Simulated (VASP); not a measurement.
A run of VASP 6.6.1:

INCAR

```
PREC = Accurate ; ENCUT = 520
EDIFF = 1E-7 ; ISMEAR = -1
SIGMA = 0.05 ; LREAL = F
LASPH = T ; NELM = 150
ALGO = Normal ; ISIF = 2
LWAVE = F ; LCHARG = T
ISPIN = 2 ; MAGMOM = 7 0
LORBIT = 11 ; LMAXMIX = 6
GGA = PE ; LELF = T
LVHAR = T ; NBANDS = 22
```

The input KPOINTS:

```
regular mesh
0
Gamma
  15 15 15
```

POSCAR

```
GdN
1.0
    0.0000000000      2.4581166776      2.4581166776
    2.4581166776      0.0000000000      2.4581166776
    2.4581166776      2.4581166776      0.0000000000
Gd N
1 1
Direct
    0.0000000000      0.0000000000      0.0000000000
    0.5000000000      0.5000000000      0.5000000000
```

Potentials or basis: VASP PAW PBE potentials, release 64 (Gd, N).

Run with:

```bash
$ cat potpaw_PBE.64/Gd/POTCAR potpaw_PBE.64/N/POTCAR > POTCAR
$ mpirun -np 1 vasp_std > vasp.out
```

Hardware: 1 thread of Intel(R) Xeon(R) Platinum 8259CL CPU @ 2.50GHz (Skylake/Cascade Lake), with other jobs on the host.

Q: Estimate the wall time of this run.

A: Wall time 12 min on 1 thread of Intel(R) Xeon(R) Platinum 8259CL CPU @ 2.50GHz (Skylake/Cascade Lake), with other jobs on the host, peak memory 0.29 GiB. Counts: scf iterations 43, k points 120.
